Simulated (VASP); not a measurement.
Input of a VASP 6.6.1 run:

The input INCAR:

```
SYSTEM = ZrC
PREC = Accurate ; ENCUT = 520
EDIFF = 1E-6 ; ISMEAR = 0
SIGMA = 0.15 ; LREAL = .False.
LASPH = .True. ; NELM = 80
ALGO = Normal ; ISIF = 2
LWAVE = .False. ; LCHARG = .False.
GGA = PE ; NBANDS = 15
```

KPOINTS

```
regular mesh
0
Gamma
  20 20 20
  0 0 0
```

The input POSCAR:

```
ZrC
1.0
    0.0000000000      2.0530975440      3.0796463160
    2.0530975440      0.0000000000      3.0796463160
    2.0530975440      2.0530975440      0.0000000000
Zr C
1 1
Direct
    0.5000000000      0.5000000000      0.5000000000
    0.0000000000      0.0000000000      0.0000000000
```

Potentials or basis: VASP PAW PBE potentials, release 64 (Zr_sv, C).

Launch:

```bash
$ cat potpaw_PBE.64/Zr_sv/POTCAR potpaw_PBE.64/C/POTCAR > POTCAR
$ mpirun -np 1 vasp_std > vasp.out
```

**Question.** Predict the pressure.

**Answer.** 63.1 GPa.

**Question.** Predict the band gap on the k mesh.

**Answer.** Zero (bands 8 and 9 overlap by 2.35 eV).

Stress tensor (GPa, compression positive):
```
107.01   0.00   0.00
  0.00 107.01   0.00
  0.00   0.00 -24.84
```

Caveat: the stress differs along the axes, from -25 to 107 GPa.
